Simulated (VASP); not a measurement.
A run of VASP 6.6.1 is set up as follows.

INCAR

```
ALGO = Normal
EDIFF = 1E-6
ENCUT = 520
GGA = PS
ISIF = 2
ISMEAR = -1
ISPIN = 2
LASPH = T
LCHARG = T
LELF = T
LMAXMIX = 4
LORBIT = 11
LREAL = F
LVHAR = T
LWAVE = F
MAGMOM = -1.614 -1.614
NBANDS = 20
NELM = 150
PREC = Accurate
SIGMA = 0.05
```

The input KPOINTS:

```
k-points
0
Gamma
  14 14 14
```

POSCAR

```
Co
1.0
    0.0000000000      2.1537506942      2.1537506942
    2.1537506942      0.0000000000      2.1537506942
    2.1537506942      2.1537506942      0.0000000000
Co
2
Direct
    0.0000000000      0.0000000000      0.0000000000
    0.5000000000      0.5000000000      0.5000000000
```

Potentials or basis: VASP PAW PBE potentials, release 64 (Co).

Launch:

```sh
$ cat potpaw_PBE.64/Co/POTCAR > POTCAR
$ mpirun -np 1 vasp_std > vasp.out
```

(1) Estimate the pressure.

(2) Estimate the net moment.

(3) Estimate the site moments.

Results:

(1) 45.0 GPa.

(2) -2.78 μB per cell.

(3) Co -1.38 μB.

Caveat: the cell stands under pressure; the PAW data sets were made with another functional, which shifts forces and pressure a little.
